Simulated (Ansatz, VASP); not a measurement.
**Two plane-wave programs on NaF**

The input INCAR:

```
SYSTEM = NaF
  ALGO = Normal
  EDIFF = 1E-6
  ENCUT = 520
  GGA = CA
  ISIF = 2
  ISMEAR = 0
  LASPH = .TRUE.
  LCHARG = .TRUE.
  LELF = .TRUE.
  LREAL = .FALSE.
  LVHAR = .TRUE.
  LWAVE = .FALSE.
  NBANDS = 14
  NELM = 100
  PREC = Accurate
  SIGMA = 0.05
```

KPOINTS

```
k-points
0
G
  8 8 8
  0 0 0
```

POSCAR

```
NaF
1.0
    0.0000000000      2.2652175000      2.3813825000
    2.2652175000      0.0000000000      2.3813825000
    2.2652175000      2.2652175000      0.0000000000
Na F
1 1
Direct
    0.0000000000      0.0000000000      0.0000000000
    0.5000000000      0.5000000000      0.5000000000
```

Input for Ansatz:

```yaml
crystal:
  lattice:
    - [0.0, 2.2652175, 2.3813825]
    - [2.2652175, 0.0, 2.3813825]
    - [2.2652175, 2.2652175, 0.0]
  atoms:
    - { symbol: Na, position: [0.0, 0.0, 0.0] }
    - { symbol: F, position: [0.5, 0.5, 0.5] }
basis:
  ecutwfc: 420
kpoints:
  mp_grid: { grid: [8, 8, 8] }
hamiltonian:
  xc: lda
scf:
  occupations: { method: gaussian, width: 0.05 }
output:
  forces: true
  stress: true
  eigenvalues: true
```

Change from the starting cell: strain -0.025 along x and y, +0.025 along z, atoms carried along.

Alike in both runs: task single point; functional LDA; k mesh 8 × 8 × 8; occupations gaussian, width 0.05 eV; no spin polarisation.

|  | VASP | Ansatz |
| --- | --- | --- |
| version | VASP 6.6.1 | Ansatz 0.2.0 |
| potentials or method | VASP PAW LDA potentials, release 64 (Na_pv, F), cutoff 520 eV | scalar-relativistic, plane waves, PAW |
| valence electrons in the cell | 14 | 16 |

```csv
,VASP,Ansatz,Ansatz less VASP
gap on the k mesh at the Fermi level (eV),6.04,6.07,+0.022
least direct gap on the mesh (eV),6.04,6.07,+0.022
pressure (GPa),-3.4,-3.3,+0.09
"traceless stress, the component that is largest in VASP (GPa)",-2.29,-2.21,+0.079
```

LDA's correlation is that of Perdew and Zunger in VASP and of Perdew and Wang (1992) in Ansatz. VASP's potentials hold 14 valence electrons a cell and Ansatz's 16, so a difference there can come from the potentials and not from the codes.
